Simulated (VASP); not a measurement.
FeS2: single point with HF

FeS2:

```xyz
6
Lattice="4.4308 0.0000 0.0000 0.0000 5.4006 0.0000 0.0000 0.0000 3.3792" Properties=species:S:1:pos:R:3 pbc="T T T"
Fe    2.2154    2.7003    1.6896
Fe    0.0000    0.0000    0.0000
S     1.3250    4.7408    1.6896
S     3.1058    0.6597    1.6896
S     0.8904    2.0406    0.0000
S     3.5404    3.3600    0.0000
```

| Item | Value |
| --- | --- |
| Program | VASP 6.6.1 |
| Task | single point |
| Functional | HF |
| Potentials or basis | VASP PAW PBE potentials, release 64 (Fe, S) |
| Cutoff | 520 eV |
| k mesh | 4 × 4 × 4 |
| Occupations | gaussian, width 0.01 eV |
| Spin | no spin polarisation |

| Item | Value |
| --- | --- |
| Pressure | 36.0 GPa |
| Largest force | 4.175 eV/Å |
| Band gap on the k mesh | 9.85 eV (least direct gap 10.37 eV) |

Forces in eV/Å, atoms in the order of the input:
```
Fe   0.000  0.000  0.000
Fe   0.000  0.000  0.000
S    3.564  2.174  0.000
S   -3.564 -2.174  0.000
S   -3.564  2.174  0.000
S    3.564 -2.174  0.000
```

Stress tensor (GPa, compression positive):
```
26.73  0.00  0.00
 0.00 37.63  0.00
 0.00  0.00 43.55
```

Levels at points of the mesh, in eV from the valence-band top:
| k point | band 16 | band 17 | band 18 | band 19 | band 20 | band 21 | band 22 | band 23 | band 24 | band 25 |
| --- | --- | --- | --- | --- | --- | --- | --- | --- | --- | --- |
| (0.00, 0.00, 0.00) | -2.56 | -1.87 | -1.44 | -1.29 | -0.93 | 10.09 | 12.51 | 13.21 | 14.74 | 15.12 |
| (0.50, 0.00, 0.00) | -1.86 | -1.37 | -1.37 | -0.05 | -0.05 | 10.66 | 10.66 | 14.88 | 14.88 | 14.98 |
| (0.00, 0.50, 0.00) | -2.85 | -2.09 | -2.09 | -1.05 | -1.05 | 10.11 | 10.11 | 14.97 | 14.97 | 15.20 |
| (0.50, 0.50, 0.00) | -2.95 | -0.85 | -0.85 | -0.58 | -0.58 | 11.45 | 11.45 | 14.13 | 14.13 | 14.87 |
| (0.00, 0.00, 0.50) | -3.89 | -2.82 | -2.82 | -2.04 | -2.04 | 10.23 | 10.23 | 14.45 | 14.45 | 14.72 |
| (0.50, 0.00, 0.50) | -4.60 | -2.62 | -2.62 | -1.49 | -1.49 | 11.58 | 11.58 | 13.84 | 13.84 | 17.06 |
| (0.00, 0.50, 0.50) | -3.69 | -2.97 | -2.97 | -2.51 | -2.51 | 11.01 | 11.01 | 14.26 | 14.26 | 16.11 |
| (0.50, 0.50, 0.50) | -2.44 | -2.42 | -2.42 | -1.50 | -1.50 | 10.63 | 10.63 | 15.22 | 15.22 | 15.70 |

It took 110 min on 4 MPI ranks on Intel(R) Xeon(R) Platinum 8259CL CPU @ 2.50GHz (Skylake/Cascade Lake), with other jobs on the host, peak memory 0.27 GiB a rank.

Caveat: the k points lie up to 0.46 Å⁻¹ apart; the PAW data sets were made with another functional, which shifts forces and pressure a little. Spin polarisation is off, so any magnetic state and its effect on volume and gap are missing.
